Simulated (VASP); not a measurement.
# Au (C2/m) in VASP: single point with r2SCAN

Aim: the single point of Au with r2SCAN.

Program: VASP 6.6.1. These are calculated values, not measurements. Logs are shortened: lines on timing, memory, paths and dates and some standing lists are left out, and cuts for length are marked.

## (1) The cell of the first run

It takes space group C2/m (No. 12, monoclinic). Conventional cell: a = 5.028 Å, b = 2.919 Å, c = 2.929 Å, α = 90.00°, β = 125.28°, γ = 90.00°. Au (site symmetry 2/m) has 12 Au at 2.91 to 2.93 Å within 3.8 Å.

## (2) Single point, r2SCAN

POSCAR reads:

```
Au
1.0
   -4.1133692475     -2.0796160258     -2.0796160258
   -2.0566846238     -4.1360176182      2.0564015924
   -4.0961325073      2.0623792856      2.0623792856
Au
6
Direct
    0.6666666667      0.6666666667      0.0000000000
    0.3333333333      0.3333333333      0.0000000000
    0.0000000000      0.0000000000      0.0000000000
    0.8333333333      0.3333333333      0.5000000000
    0.5000000000      1.0000000000      0.5000000000
    0.1666666667      0.6666666667      0.5000000000
```

INCAR.step1 reads:

```
PREC     = Accurate       # precision mode
ENCUT    = 520            # plane-wave cutoff, eV
ISMEAR   = 0              # smearing method
SIGMA    = 0.1            # smearing width, eV
LREAL    = F              # projectors in reciprocal space
LASPH    = T              # aspherical terms in the spheres
NELM     = 80             # most SCF steps
NBANDS   = 42             # bands
GGA      = PE             # functional
ALGO     = Normal         # electronic algorithm
EDIFF    = 1E-4           # SCF threshold, eV
LWAVE    = T              # write WAVECAR
LCHARG   = F              # write CHGCAR
```

INCAR.step2 reads:

```
PREC     = Accurate       # precision mode
ENCUT    = 520            # plane-wave cutoff, eV
EDIFF    = 1E-6           # SCF threshold, eV
ISMEAR   = 0              # smearing method
SIGMA    = 0.1            # smearing width, eV
LREAL    = F              # projectors in reciprocal space
LASPH    = T              # aspherical terms in the spheres
NELM     = 80             # most SCF steps
ALGO     = Normal         # electronic algorithm
ISIF     = 2              # what is computed and relaxed
LWAVE    = F              # write WAVECAR
LCHARG   = F              # write CHGCAR
METAGGA  = R2SCAN         # meta-GGA
LMIXTAU  = T            
NBANDS   = 42             # bands
ISTART   = 1
```

KPOINTS reads:

```
Automatic mesh
0
Gamma
  8 8 8
```

Potentials or basis: VASP PAW PBE potentials, release 64 (Au).

Launch:

```
cat potpaw_PBE.64/Au/POTCAR > POTCAR
cp INCAR.step1 INCAR
mpirun -np 1 vasp_std > vasp.out
cp INCAR.step2 INCAR
mpirun -np 1 vasp_std > vasp.out
```

OUTCAR:

```text
PREC = Accurate
   ENCUT = 520
   EDIFF = 1E-6
   ISMEAR = 0
   LREAL = F
   LASPH = T
   NELM = 80
   ISIF = 2
   METAGGA = R2SCAN
   ISTART = 1

 ion  position               nearest neighbor table
   1  0.667  0.667  0.000-   5 2.91   5 2.91   4 2.91   4 2.91   2 2.92   3 2.92   2 2.92   3 2.92
                             3 2.92   2 2.92   6 2.93   6 2.93
   2  0.333  0.333  0.000-   5 2.91   5 2.91   6 2.91   6 2.91   1 2.92   3 2.92   1 2.92   3 2.92
                             3 2.92   1 2.92   4 2.93   4 2.93
   3  0.000  0.000  0.000-   4 2.91   6 2.91   4 2.91   6 2.91   1 2.92   2 2.92   2 2.92   1 2.92
                             1 2.92   2 2.92   5 2.93   5 2.93
   4  0.833  0.333  0.500-   3 2.91   3 2.91   1 2.91   1 2.91   6 2.92   5 2.92   6 2.92   5 2.92
                             5 2.92   6 2.92   2 2.93   2 2.93
   5  0.500  0.000  0.500-   2 2.91   1 2.91   1 2.91   2 2.91   6 2.92   4 2.92   6 2.92   4 2.92
                             6 2.92   4 2.92   3 2.93   3 2.93
   6  0.167  0.667  0.500-   3 2.91   3 2.91   2 2.91   2 2.91   4 2.92   5 2.92   4 2.92   5 2.92
                             5 2.92   4 2.92   1 2.93   1 2.93

  LATTYP: Found a base centered monoclinic cell.
 ALAT       =     5.0566206300
 B/A-ratio  =     1.7318687464
 C/A-ratio  =     0.9944252004
 COS(beta)  =    -0.3252855016

  Lattice vectors:

 A1 = (   2.0566846237,  -2.0564015924,   4.1360176182)
 A2 = (   2.0566846238,   4.1360176182,  -2.0564015924)
 A3 = (  -4.0961325073,   2.0623792856,   2.0623792856)

Analysis of symmetry for initial positions (statically):
=====================================================================
 Subroutine PRICEL returns following result:

  LATTYP: Found a base centered monoclinic cell.
 ALAT       =     5.0284309832
 B/A-ratio  =     0.5805258976
 C/A-ratio  =     0.5824571646
 COS(beta)  =    -0.5776312591

  Lattice vectors:

 A1 = (  -2.0480662535,  -0.0008802254,   2.0632595112)
 A2 = (  -2.0480662538,   2.0632595110,  -0.0008802256)
 A3 = (  -0.0086183707,  -2.0709976563,  -2.0709976557)

   6 primitive cells build up your supercell.

 Routine SETGRP: Setting up the symmetry group for a
 base centered monoclinic supercell.

 Subroutine GETGRP returns: Found  4 space group operations
 (whereof  4 operations were pure point group operations)
 out of a pool of  4 trial point group operations.

The static configuration has the point symmetry C_2h.

Analysis of symmetry for dynamics (positions and initial velocities):
=====================================================================
 Subroutine PRICEL returns following result:

  LATTYP: Found a base centered monoclinic cell.
 ALAT       =     5.0284309832
 B/A-ratio  =     0.5805258976
 C/A-ratio  =     0.5824571646
 COS(beta)  =    -0.5776312591

  Lattice vectors:

 A1 = (  -2.0480662535,  -0.0008802254,   2.0632595112)
 A2 = (  -2.0480662538,   2.0632595110,  -0.0008802256)
 A3 = (  -0.0086183707,  -2.0709976563,  -2.0709976557)

   6 primitive cells build up your supercell.

 Routine SETGRP: Setting up the symmetry group for a
 base centered monoclinic supercell.

 Subroutine GETGRP returns: Found  4 space group operations
 (whereof  4 operations were pure point group operations)
 out of a pool of  4 trial point group operations.

The dynamic configuration has the point symmetry C_2h.

 Subroutine INISYM returns: Found  4 space group operations
 (whereof  4 operations are pure point group operations),
 and found     6 'primitive' translations

----------------------------------------------------------------------------------------

                                     Primitive cell

  volume of cell :      17.5470

  direct lattice vectors                    reciprocal lattice vectors
    -2.048066253 -0.000880225  2.063259511    -0.243622273 -0.241724750  0.242738575
    -2.048066254  2.063259511 -0.000880226    -0.243622273  0.242738574 -0.241724751
    -0.008618371 -2.070997656 -2.070997656    -0.242608449 -0.240924732 -0.240924732

  length of vectors
     2.907166312  2.907166312  2.928845653     0.420362560  0.420362560  0.418268230

  position of ions in fractional coordinates (direct lattice)
     1.000000000  0.000000000  1.000000000

  ion indices of the primitive-cell ions
   primitive index   ion index
                 1           1

----------------------------------------------------------------------------------------

 KPOINTS: Automatic mesh

Automatic generation of k-mesh.
 Grid dimensions read from file:
 generate k-points for:    8    8    8

 Generating k-lattice:

  Cartesian coordinates                     Fractional coordinates (reciprocal lattice)
    -0.015163028 -0.004964810 -0.025150782     0.125000000  0.000000000  0.000000000
     0.000000000 -0.020185972  0.020185972     0.000000000  0.125000000  0.000000000
    -0.015289756  0.015121160  0.015121160     0.000000000  0.000000000  0.125000000

  Length of vectors
     0.029784704  0.028547275  0.026288316

  Shift w.r.t. Gamma in fractional coordinates (k-lattice)
     0.000000000  0.000000000  0.000000000

 Subroutine IBZKPT returns following result:
 ===========================================

 Found    150 irreducible k-points:

 Following reciprocal coordinates:
            Coordinates               Weight
  0.000000  0.000000  0.000000      1.000000
  0.125000  0.000000 -0.000000      4.000000
  0.250000  0.000000 -0.000000      4.000000
  0.375000  0.000000 -0.000000      4.000000
  0.500000  0.000000 -0.000000      2.000000
  0.000000  0.125000  0.000000      2.000000
[... 16 lines left out ...]
  0.125000 -0.000000  0.125000      4.000000
  0.250000 -0.000000  0.125000      4.000000
 [... further k-points ...]
   k-points           NKPTS =    150   k-points in BZ     NKDIM =    150   number of bands    NBANDS=     42
   number of dos      NEDOS =    301   number of ions     NIONS =      6
   total plane-waves  NPLWV =  64000
   dimension x,y,z NGX =    40 NGY =   40 NGZ =   40
   dimension x,y,z NGXF=    80 NGYF=   80 NGZF=   80
   ions per type =               6
   NGX,Y,Z   is equivalent  to a cutoff of  13.15, 13.15, 13.22 a.u.
   NGXF,Y,Z  is equivalent  to a cutoff of  26.30, 26.30, 26.45 a.u.
 SYSTEM =  unknown system
   PREC   = accura    normal or accurate (medium, high low for compatibility)
   ISTART =      1    job   : 0-new  1-cont  2-samecut
   ICHARG =      0    charge: 1-file 2-atom 10-const
   ISPIN  =      1    spin polarized calculation?
   LNONCOLLINEAR =      F non collinear calculations
   LSORBIT =      F    spin-orbit coupling
   LASPH  =      T    aspherical Exc in radial PAW
   ENCUT  =  520.0 eV  38.22 Ry    6.18 a.u.   9.40  9.40  9.35*2*pi/ulx,y,z
   NELM   =     80;   NELMIN=  2; NELMDL=  0     # of ELM steps
   EDIFF  = 0.1E-05   stopping-criterion for ELM
   LREAL  =      F    real-space projection
[... 7 lines left out ...]
   TEBEG  =    0.0;   TEEND  =   0.0 temperature during run
   PSTRESS=    0.0 pullay stress
   NELECT =      66.0000    total number of electrons
   NUPDOWN=      -1.0000    fix difference up-down
   EMIN   =  10.00;   EMAX   =-10.00  energy-range for DOS
   EFERMI =   0.00;   METHOD = LEGACY
   ISMEAR =     0;   SIGMA  =   0.10  broadening in eV -4-tet -1-fermi 0-gaus
   EFERMI_NEDOS =   21; number of points for ismear=-14 and -15
   IALGO  =     38    algorithm
   IMIX   =      4    mixing-type and parameters
     AMIX     =   0.40;   BMIX     =  1.00
     AMIX_MAG =   1.60;   BMIX_MAG =  1.00
  volume/ion in A,a.u.               =      17.55       118.41
  Fermi-wavevector in a.u.,A,eV,Ry     =   1.401109  2.647711 26.709672  1.963106
  Thomas-Fermi vector in A             =   2.524003
   LORBIT       =      0    0 simple, 1 ext, 2 COOP (PROOUT), +10 PAW based schemes
   METAGGA = R2SCAN    functional components
   LHFCALC =     F    Hartree Fock is set to
   AEXX    =    0.0000 exact exchange contribution
   IVDW    =     0    specifies the selected vdW correction
   LEPSILON=     F    determine dielectric tensor
   LRPA    =     F    only Hartree local field effects (RPA)
 non-spin polarized calculation
 Gauss-broadening in eV      SIGMA  =   0.10
  energy-cutoff  :      520.00
  volume of cell :      105.28
 maximum number of plane-waves:      2858
 NGX is ok and might be reduce to    40
   NGX = 19   NGY = 19   NGZ = 19

 number of electron      66.0000005 magnetization

 Free energy of the ion-electron system (eV)
  ---------------------------------------------------
  ext. energy  EPLUGINS =         0.00000000
  ---------------------------------------------------
  free energy    TOTEN  =      -303.58291546 eV

  energy without entropy =     -303.57696852  energy(sigma->0) =     -303.57994199

 E-fermi :   8.8523     XC(G=0): -13.4215

 val. band max:        8.8452549353   @ k =  -0.1250   0.2500   0.5000
 cond. band min:       8.8654032515   @ k =   0.2500   0.3750   0.2500
 fundamental gap:      0.0201483161
 Fermi energy:         8.8523360744

 k-point     1 :       0.0000    0.0000    0.0000
  band No.  band energies     occupation
      1      -0.9266      2.00000
      2       1.5298      2.00000
      3       2.6634      2.00000
      4       2.6634      2.00000
      5       3.0472      2.00000
      6       3.0472      2.00000
[... 34 lines left out ...]
     41      15.5368      0.00000
     42      16.2958      0.00000

 k-point     2 :       0.1250    0.0000   -0.0000
  band No.  band energies     occupation
      1      -0.7496      2.00000
      2       1.6626      2.00000
      3       2.5963      2.00000
      4       2.7836      2.00000
      5       2.8529      2.00000
      6       3.0182      2.00000
[... 34 lines left out ...]
     41      15.1732      0.00000
     42      17.0549      0.00000

 k-point     3 :       0.2500    0.0000   -0.0000
  band No.  band energies     occupation
      1      -0.2388      2.00000
      2       2.0290      2.00000
      3       2.5382      2.00000
      4       2.6902      2.00000
      5       2.8626      2.00000
      6       2.8633      2.00000
[... 897 lines left out ...]
      4       2.5814      2.00000
      5       2.6517      2.00000
      6       2.6750      2.00000
[... 34 lines left out ...]
     41      14.1678      0.00000
     42      17.8233      0.00000

 k-point    24 :       0.2500   -0.0000    0.1250
  band No.  band energies     occupation
      1      -0.2760      2.00000
      2       2.0257      2.00000
      3       2.3936      2.00000
      4       2.4745      2.00000
      5       2.4887      2.00000
      6       2.5507      2.00000
[... 34 lines left out ...]
     41      15.6345      0.00000
     42      18.0284      0.00000

 [... further k-points ...]
[... 5 lines left out ...]
  --------------------------------------------------------------------------------------
  -------------------------------------------------------------------------------------
  Total        0.1630817      0.1557931      0.1557931      0.0007967      0.0055200      0.0007967
  in kB        2.4817782      2.3708591      2.3708591      0.0121247      0.0840028      0.0121244
  external PRESSURE =       2.4078321 kB  Pullay stress =       0.0000000 kB

 VOLUME and BASIS-vectors are now :
 -----------------------------------------------------------------------------
  energy-cutoff  :      520.00
  volume of cell :      105.28
      direct lattice vectors                 reciprocal lattice vectors
    -4.113369247 -2.079616026 -2.079616026    -0.121304224 -0.039718479 -0.201206254
    -2.056684624 -4.136017618  2.056401592     0.000000000 -0.161487775  0.161487775
    -4.096132507  2.062379286  2.062379286    -0.122318048  0.120969278  0.120969278

 POSITION                                       TOTAL-FORCE (eV/Angst)
 -----------------------------------------------------------------------------------
     -4.11337     -4.14376     -0.01548        -0.000000     -0.000000      0.000000
     -2.05668     -2.07188     -0.00774         0.000000      0.000000      0.000000
      0.00000      0.00000      0.00000        -0.000000      0.000000      0.000000
     -6.16144     -2.08050     -0.01636        -0.000000     -0.000000     -0.000000
     -4.10475     -0.00862     -0.00862         0.000000      0.000000      0.000000
     -4.10475     -2.07276      2.05552        -0.000000      0.000000     -0.000000
 -----------------------------------------------------------------------------------
    total drift:                                0.000000     -0.000000      0.000000

  FREE ENERGIE OF THE ION-ELECTRON SYSTEM (eV)
  ---------------------------------------------------
  free  energy   TOTEN  =      -303.5829154594 eV

  energy  without entropy=     -303.5769685156  energy(sigma->0) =     -303.57994199
```

Run time: 50 min. Hardware: 1 thread of Oxide Virtual Turin-like, shared host; peak memory 0.54 GiB.

What came out:

```yaml
Free_energy: -303.5829 eV
Pressure: 0.2 GPa
Band_gap_on_the_k_mesh: zero (bands 33 and 34 overlap by 4.50 eV)
```

Levels at points of the mesh, in eV from the Fermi level:
| k point | band 30 | band 31 | band 32 | band 33 | band 34 | band 35 | band 36 | band 37 |
| --- | --- | --- | --- | --- | --- | --- | --- | --- |
| (0.00, 0.00, 0.00) | -2.18 | -2.11 | -0.65 | 2.49 | 2.49 | 3.05 | 3.26 | 3.26 |
| (0.50, 0.00, 0.00) | -2.38 | -2.07 | -2.07 | 1.02 | 1.02 | 1.66 | 1.66 | 5.66 |
| (0.00, 0.50, 0.00) | -2.15 | -1.82 | -1.82 | -0.71 | 1.35 | 2.93 | 3.37 | 3.37 |
| (0.00, 0.00, 0.50) | -2.36 | -2.36 | -2.36 | 2.80 | 2.80 | 2.80 | 2.80 | 5.30 |
| (0.50, 0.00, 0.50) | -2.13 | -1.85 | -1.80 | -0.65 | -0.22 | -0.22 | 1.23 | 3.03 |
| (0.00, 0.50, 0.50) | -2.07 | -1.49 | -1.49 | -1.49 | -1.49 | 1.05 | 1.05 | 5.50 |

Caveat: the PAW data sets were made with another functional, which shifts forces and pressure a little; spin-orbit coupling is left out, which moves the levels of the heavy elements.

The gap in the log of VASP goes by the Fermi energy; the results here count the filled bands.